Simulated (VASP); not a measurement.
# Co (P6_3/mmc) in VASP: a series of runs

The runs below take Co through single point, with PBEsol.

All numbers are computed with VASP 6.6.1; they aren't measurements. Logs are shortened: lines on timing, memory, paths and dates and some standing lists are left out, and cuts for length are marked.

## 1. The cell of the first run

Symmetry: P6_3/mmc, No. 194, hexagonal system. The conventional cell has a = 2.480 Å, b = 2.480 Å, c = 4.010 Å, α = 90.00°, β = 90.00°, γ = 120.00°. Within 3.3 Å of Co (site symmetry -6m2) lie 12 Co at 2.46 to 2.48 Å.

## 2. Single point, PBEsol, collinear spin, ferromagnetic start (10.68 Å³/atom)

Input file INCAR:

```
PREC     = Accurate       # precision mode
ENCUT    = 520            # plane-wave cutoff, eV
EDIFF    = 1E-6           # SCF threshold, eV
ISMEAR   = 0              # smearing method
SIGMA    = 0.1            # smearing width, eV
LREAL    = False          # projectors in reciprocal space
LASPH    = True           # aspherical terms in the spheres
NELM     = 150            # most SCF steps
ALGO     = Fast           # electronic algorithm
ISIF     = 2              # what is computed and relaxed
LWAVE    = False          # write WAVECAR
LCHARG   = False          # write CHGCAR
ISPIN    = 2              # spin polarisation
MAGMOM   = 1.8 1.8        # initial moments
LORBIT   = 11             # projections on sites
LMAXMIX  = 4              # l up to which the mixer works
GGA      = PS             # functional
NBANDS   = 20             # bands
```

Input file KPOINTS:

```
regular mesh
0
Gamma
  18 18 10
```

Input file POSCAR:

```
Co
1.0
    2.4804923635      0.0000000000      0.0000000000
   -1.2402461818      2.1481694007      0.0000000000
    0.0000000000      0.0000000000      4.0095045065
Co
2
Direct
    0.3333333333      0.6666666667      0.2500000000
    0.6666666667      0.3333333333      0.7500000000
```

Potentials or basis: VASP PAW PBE potentials, release 64 (Co).

The run is started by

```sh
$ cat potpaw_PBE.64/Co/POTCAR > POTCAR
$ mpirun -np 1 vasp_std > vasp.out
```

OUTCAR:

```text
PREC = Accurate
   ENCUT = 520
   EDIFF = 1E-6
   ISMEAR = 0
   LREAL = False
   LASPH = True
   NELM = 150
   ISIF = 2
   ISPIN = 2
   LORBIT = 11
   GGA = PS

 ion  position               nearest neighbor table
   1  0.333  0.667  0.250-   2 2.46   2 2.46   2 2.46   2 2.46   2 2.46   2 2.46
   2  0.667  0.333  0.750-   1 2.46   1 2.46   1 2.46   1 2.46   1 2.46   1 2.46

  LATTYP: Found a hexagonal cell.
 ALAT       =     2.4804923635
 C/A-ratio  =     1.6164147753

  Lattice vectors:

 A1 = (   2.4804923635,   0.0000000000,   0.0000000000)
 A2 = (  -1.2402461818,   2.1481694007,   0.0000000000)
 A3 = (   0.0000000000,   0.0000000000,   4.0095045065)

Analysis of symmetry for initial positions (statically):
=====================================================================
 Subroutine PRICEL returns:
 Original cell was already a primitive cell.

 Routine SETGRP: Setting up the symmetry group for a
 hexagonal supercell.

 Subroutine GETGRP returns: Found 24 space group operations
 (whereof 12 operations were pure point group operations)
 out of a pool of 24 trial point group operations.

The static configuration has the point symmetry D_3d.
 The point group associated with its full space group is D_6h.

Analysis of symmetry for dynamics (positions and initial velocities):
=====================================================================
 Subroutine PRICEL returns:
 Original cell was already a primitive cell.

 Routine SETGRP: Setting up the symmetry group for a
 hexagonal supercell.

 Subroutine GETGRP returns: Found 24 space group operations
 (whereof 12 operations were pure point group operations)
 out of a pool of 24 trial point group operations.

The dynamic configuration has the point symmetry D_3d.
 The point group associated with its full space group is D_6h.

Analysis of structural, dynamic, and magnetic symmetry:
=====================================================================
 Subroutine PRICEL returns:
 Original cell was already a primitive cell.

 Routine SETGRP: Setting up the symmetry group for a
 hexagonal supercell.

 Subroutine GETGRP returns: Found 24 space group operations
 (whereof 12 operations were pure point group operations)
 out of a pool of 24 trial point group operations.

The overall configuration has the point symmetry D_3d.
 The point group associated with its full space group is D_6h.

 Subroutine INISYM returns: Found 24 space group operations
 (whereof 12 operations are pure point group operations),
 and found     1 'primitive' translations

[... 116 lines left out ...]
  Fermi-wavevector in a.u.,A,eV,Ry     =   1.546203  2.921901 32.528060  2.390745
  Thomas-Fermi vector in A             =   2.651473
   LORBIT       =     11    0 simple, 1 ext, 2 COOP (PROOUT), +10 PAW based schemes
   GGA     = PS    functional components
   LHFCALC =     F    Hartree Fock is set to
   AEXX    =    0.0000 exact exchange contribution
   IVDW    =     0    specifies the selected vdW correction
   LEPSILON=     F    determine dielectric tensor
   LRPA    =     F    only Hartree local field effects (RPA)
 spin polarized calculation
 RMM-DIIS sequential band-by-band and
 Gauss-broadening in eV      SIGMA  =   0.10
  energy-cutoff  :      520.00
  volume of cell :       21.36
 maximum number of plane-waves:       586
   NGX =  9   NGY =  9   NGZ = 15

 number of electron      17.9999994 magnetization       3.1706315

 Free energy of the ion-electron system (eV)
  ---------------------------------------------------
  ext. energy  EPLUGINS =         0.00000000
  ---------------------------------------------------
  free energy    TOTEN  =       -15.46164172 eV

  energy without entropy =      -15.45314132  energy(sigma->0) =      -15.45739152

 E-fermi :  10.2877     XC(G=0): -13.6707

 val. band max:       10.2837276435   @ k =   0.1111   0.0556   0.2000
 cond. band min:      10.2897131492   @ k =   0.2222   0.1667   0.4000
 fundamental gap:      0.0059855056
 Fermi energy:        10.2877098686

 spin component 1

 k-point     1 :       0.0000    0.0000    0.0000
  band No.  band energies     occupation
      1       1.2302      1.00000
      2       5.0771      1.00000
      3       7.6826      1.00000
      4       7.7027      1.00000
      5       7.7027      1.00000
      6       8.0255      1.00000
[... 541 lines left out ...]
     19      33.0172      0.00000
     20      35.3871      0.00000

 [... further k-points ...]

 spin component 2

 k-point     1 :       0.0000    0.0000    0.0000
  band No.  band energies     occupation
      1       1.2859      1.00000
      2       6.0171      1.00000
      3       9.2759      1.00000
      4       9.2976      1.00000
      5       9.2976      1.00000
      6       9.6731      1.00000
[... 541 lines left out ...]
     19      33.3584      0.00000
     20      35.7848      0.00000

 [... further k-points ...]

------------------------ aborting loop because EDIFF is reached ----------------------------------------

  FORCE on cell =-STRESS in cart. coord.  units (eV):
  Direction    XX          YY          ZZ          XY          YZ          ZX
  --------------------------------------------------------------------------------------
  -------------------------------------------------------------------------------------
  Total       -1.0084439     -1.0084439     -1.0083653      0.0000000      0.0000000      0.0000000
  in kB      -75.6249666    -75.6249666    -75.6190725      0.0000000      0.0000000      0.0000000
  external PRESSURE =     -75.6230019 kB  Pullay stress =       0.0000000 kB

 VOLUME and BASIS-vectors are now :
 -----------------------------------------------------------------------------
  energy-cutoff  :      520.00
  volume of cell :       21.36
      direct lattice vectors                 reciprocal lattice vectors
     2.480492363  0.000000000  0.000000000     0.403145768  0.232756318  0.000000000
    -1.240246182  2.148169401  0.000000000     0.000000000  0.465512636  0.000000000
     0.000000000  0.000000000  4.009504506     0.000000000  0.000000000  0.249407376

 POSITION                                       TOTAL-FORCE (eV/Angst)
 -----------------------------------------------------------------------------------
     -0.00000      1.43211      1.00238         0.000000     -0.000000      0.000000
      1.24025      0.71606      3.00713        -0.000000      0.000000      0.000000
 -----------------------------------------------------------------------------------
    total drift:                               -0.000000      0.000000     -0.000000

  FREE ENERGIE OF THE ION-ELECTRON SYSTEM (eV)
  ---------------------------------------------------
  free  energy   TOTEN  =       -15.4616417219 eV

  energy  without entropy=      -15.4531413158  energy(sigma->0) =      -15.45739152

 total charge

# of ion       s       p       d       tot
------------------------------------------
    1        0.495   0.538   7.269   8.302
    2        0.495   0.538   7.269   8.302
--------------------------------------------------
tot          0.991   1.076  14.537  16.604

 magnetization (x)

# of ion       s       p       d       tot
------------------------------------------
    1       -0.015  -0.053   1.666   1.598
    2       -0.015  -0.053   1.666   1.598
--------------------------------------------------
tot         -0.030  -0.105   3.333   3.197
```

OSZICAR:

```text
N       E                     dE             d eps       ncg     rms          rms(c)
DAV:   1     0.831427576449E+02    0.83143E+02   -0.79044E+03 18784   0.119E+03
DAV:   2    -0.135163357812E+02   -0.96659E+02   -0.86997E+02 18008   0.217E+02
DAV:   3    -0.179283866933E+02   -0.44121E+01   -0.42161E+01 20168   0.560E+01
DAV:   4    -0.179959979046E+02   -0.67611E-01   -0.67547E-01 21628   0.608E+00
DAV:   5    -0.179980428707E+02   -0.20450E-02   -0.20448E-02 20616   0.102E+00    0.160E+01
RMM:   6    -0.159496916470E+02    0.20484E+01   -0.82827E+00 21198   0.308E+01    0.789E+00
RMM:   7    -0.155146082168E+02    0.43508E+00   -0.91739E-01 20989   0.109E+01    0.432E+00
RMM:   8    -0.154778400445E+02    0.36768E-01   -0.26514E-02 24736   0.977E-01    0.171E+00
RMM:   9    -0.154626381489E+02    0.15202E-01   -0.81446E-03 26017   0.455E-01    0.502E-01
RMM:  10    -0.154617197157E+02    0.91843E-03   -0.14827E-03 24280   0.352E-01    0.113E-01
RMM:  11    -0.154616550308E+02    0.64685E-04   -0.60312E-04 28301   0.118E-01    0.591E-02
RMM:  12    -0.154616439148E+02    0.11116E-04   -0.50751E-05 25107   0.492E-02    0.372E-02
RMM:  13    -0.154616438505E+02    0.64272E-07   -0.19296E-05 26207   0.343E-02    0.788E-03
RMM:  14    -0.154616417989E+02    0.20516E-05   -0.46518E-06 21606   0.149E-02    0.223E-03
RMM:  15    -0.154616417219E+02    0.77074E-07   -0.87554E-07 13553   0.604E-03
   1 F= -.15461642E+02 E0= -.15457392E+02  d E =-.850041E-02  mag=     3.1707
```

stdout:

```text
POSCAR found type information on POSCAR Co
 POSCAR found :  1 types and       2 ions
 scaLAPACK will be used
 -----------------------------------------------------------------------------
|                                                                             |
|                                                                             |
|     You enforced a specific xc type in the INCAR file but a different       |
|     I HOPE YOU KNOW WHAT YOU ARE DOING!                                     |
|                                                                             |
 -----------------------------------------------------------------------------

 LDA part: xc-table for (Slater+PW92), standard interpolation
 POSCAR, INCAR and KPOINTS ok, starting setup
 FFT: planning ... GRIDC
 FFT: planning ... GRID_SOFT
 FFT: planning ... GRID
 WAVECAR not read
 entering main loop
WARNING in EDDRMM: call to ZHEGV failed, returncode =   6  3     19
```

It took 4.5 min on 1 thread of AMD EPYC 7R13, shared host; peak memory 0.21 GiB.

Results:

| Item | Value |
| --- | --- |
| Free energy | -15.4616 eV |
| Pressure | -7.6 GPa |
| Net moment | 3.17 μB per cell |
| Site moments | Co +1.60 μB |
| Valence electrons inside the program's atomic spheres | Co 8.30 |

Caveat: the cell stands under tension; the PAW data sets were made with another functional, which shifts forces and pressure a little.

## 3. Single point, PBEsol, collinear spin, ferromagnetic start (10.99 Å³/atom)

This run uses another cell than the first one, of 10.99 Å³/atom.

Input file INCAR:

```
  ALGO = Normal
  EDIFF = 1E-6
  ENCUT = 520
  GGA = PS
  ISIF = 2
  ISMEAR = 0
  ISPIN = 2
  LASPH = T
  LCHARG = F
  LMAXMIX = 4
  LORBIT = 11
  LREAL = F
  LWAVE = F
  MAGMOM = 1.8 1.8
  NBANDS = 20
  NELM = 150
  PREC = Accurate
  SIGMA = 0.1
```

Input file KPOINTS:

```
k-points
0
Gamma
  18 18 10
```

Input file POSCAR:

```
Co
1.0
    2.5040211183      0.0000000000      0.0000000000
   -1.2520105592      2.1685459000      0.0000000000
    0.0000000000      0.0000000000      4.0491061352
Co
2
Direct
    0.3333333333      0.6666666667      0.2500000000
    0.6666666667      0.3333333333      0.7500000000
```

Potentials or basis: VASP PAW PBE potentials, release 64 (Co).

The run is started by

```sh
$ cat potpaw_PBE.64/Co/POTCAR > POTCAR
$ mpirun -np 1 vasp_std > vasp.out
```

Wall time 4.2 min (1 thread of AMD EPYC 7R13, shared host); peak memory 0.22 GiB.

It converged, with:

| Property | Result |
| --- | --- |
| Free energy | -15.4210 eV |
| Pressure | -13.2 GPa |
| Net moment | 3.20 μB per cell |
| Site moments | Co +1.62 μB |
| Valence electrons inside the program's atomic spheres | Co 8.25 |

Levels at points of the mesh, in eV from the Fermi level:
Spin up:
```csv
k point,band 8,band 9,band 10,band 11,band 12,band 13,band 14,band 15
"(0.00, 0.00, 0.00)",-1.90,-1.90,-0.82,-0.82,-0.12,6.22,21.81,24.22
"(0.50, 0.00, 0.00)",-0.69,-0.60,-0.54,1.26,3.23,9.54,10.16,12.59
"(0.00, 0.00, 0.50)",-2.62,-1.12,-1.12,-1.12,-1.12,14.83,14.83,22.52
"(0.50, 0.00, 0.50)",-1.05,-0.60,-0.60,1.54,1.54,7.12,7.12,18.10
```
Spin down:
| k point | band 5 | band 6 | band 7 | band 8 | band 9 | band 10 |
| --- | --- | --- | --- | --- | --- | --- |
| (0.00, 0.00, 0.00) | -0.94 | -0.58 | -0.58 | -0.16 | -0.16 | -0.13 |
| (0.50, 0.00, 0.00) | -1.09 | -1.01 | -0.61 | 1.16 | 1.29 | 1.32 |
| (0.00, 0.00, 0.50) | -1.01 | -1.01 | -1.01 | -1.01 | 0.70 | 0.70 |
| (0.50, 0.00, 0.50) | -0.06 | -0.06 | 0.25 | 0.25 | 1.26 | 1.26 |

Caveat: the cell stands under tension; the PAW data sets were made with another functional, which shifts forces and pressure a little.

[end of part 1 of 2]
